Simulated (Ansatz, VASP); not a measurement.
# Two plane-wave programs on TaAgF3

File POSCAR:

```
TaAgF3
1.0
    5.8100050000      0.0000000000      0.0000000000
   -2.9050030000      5.0316180000      0.0000000000
    0.0000000000     -3.3544080000      4.8051180000
Ta F Ag
2 6 2
Direct
    0.0000000000      0.0000000000      0.0000000000
    0.5000000000      0.0000000000      0.5000000000
    0.8108000000      0.5117000000      0.7530000000
    0.2413000000      0.0521000000      0.7530000000
    0.7009000000      0.9422000000      0.7530000000
    0.7413000000      0.9422000000      0.2530000000
    0.2009000000      0.5117000000      0.2530000000
    0.3108000000      0.0521000000      0.2530000000
    0.2492000000      0.4984000000      0.7476000000
    0.7492000000      0.4984000000      0.2476000000
```

INCAR.step1

```
  PREC = Accurate
  ENCUT = 520
  ISMEAR = -1
  SIGMA = 0.1436
  LREAL = F
  LASPH = T
  NELM = 80
  NBANDS = 54
  GGA = PE
  ALGO = Normal
  EDIFF = 1E-4
  LWAVE = T
  LCHARG = F
```

Contents of INCAR.step2:

```
  PREC = Accurate
  ENCUT = 520
  EDIFF = 1E-6
  ISMEAR = -1
  SIGMA = 0.1436
  LREAL = F
  LASPH = T
  NELM = 80
  ALGO = Normal
  ISIF = 2
  LWAVE = F
  LCHARG = T
  METAGGA = R2SCAN
  LMIXTAU = T
  LELF = T
  LVHAR = T
  NBANDS = 54
  ISTART = 1
```

File KPOINTS:

```
Automatic mesh
0
Gamma
  4 4 4
```

Input for Ansatz:

```yaml
crystal:
  lattice:
    - [5.810005, 0.0, 0.0]
    - [-2.905003, 5.031618, 0.0]
    - [0.0, -3.354408, 4.805118]
  atoms:
    - { symbol: Ta, position: [0.0, 0.0, 0.0] }
    - { symbol: Ta, position: [0.5, 0.0, 0.5] }
    - { symbol: F, position: [0.8108, 0.5117, 0.753] }
    - { symbol: F, position: [0.2413, 0.0521, 0.753] }
    - { symbol: F, position: [0.7009, 0.9422, 0.753] }
    - { symbol: F, position: [0.7413, 0.9422, 0.253] }
    - { symbol: F, position: [0.2009, 0.5117, 0.253] }
    - { symbol: F, position: [0.3108, 0.0521, 0.253] }
    - { symbol: Ag, position: [0.2492, 0.4984, 0.7476] }
    - { symbol: Ag, position: [0.7492, 0.4984, 0.2476] }
  symmetry: { tolerance: 0.0003 }
kpoints:
  mp_grid: { grid: [4, 4, 4], shift: [0, 0, 0] }
magnetization:
  spin_polarized: false
scf:
  occupations: { method: fermi_dirac, width: 0.1436 }
hamiltonian:
  pseudopotentials: { kind: paw }
  xc: r2scan
basis:
  ecutwfc: 500
output:
  forces: true
  stress: true
  eigenvalues: true
  write_density: true
  write_potential: true
  elf: true
  volumetric_format: npy
```

Alike in both runs: task single point; functional r2SCAN; k mesh 4 × 4 × 4; occupations fermi-dirac, width 0.1436 eV; no spin polarisation.

|  | VASP | Ansatz |
| --- | --- | --- |
| version | VASP 6.6.1 | Ansatz 0.2.0 |
| potentials or method | VASP PAW PBE potentials, release 64 (Ta_pv, F, Ag), cutoff 520 eV | PAW plane waves |
| valence electrons in the cell | 86 | 106 |

Ansatz gave:

```
gap on the k mesh at the Fermi level (eV)                     : none
pressure (GPa)                                                : 3.5
traceless stress, the component that is largest in VASP (GPa) : -1.14
rms of the force components (eV/Å)                            : 0.405
```

Problem. What did VASP give for the same quantities?

Solution. gap on the k mesh at the Fermi level (eV): none; pressure (GPa): 3.9; traceless stress, the component that is largest in VASP (GPa): -1.14; rms of the force components (eV/Å): 0.417.

VASP's potentials were made for PBE, not for r2SCAN. Atom by atom the forces differ by 0.020 eV/Å (rms over components). A gap of «none» marks a metal or a gap that the smearing closes. The functional is the same, so the differences come from potentials, cutoffs and numerics. VASP's potentials hold 86 valence electrons a cell and Ansatz's 106, so a difference there can come from the potentials and not from the codes. Ansatz's warnings: structure snapped to symmetry.

The k mesh is coarse, so the values compare programs but aren't converged. Spin-orbit coupling is off throughout.
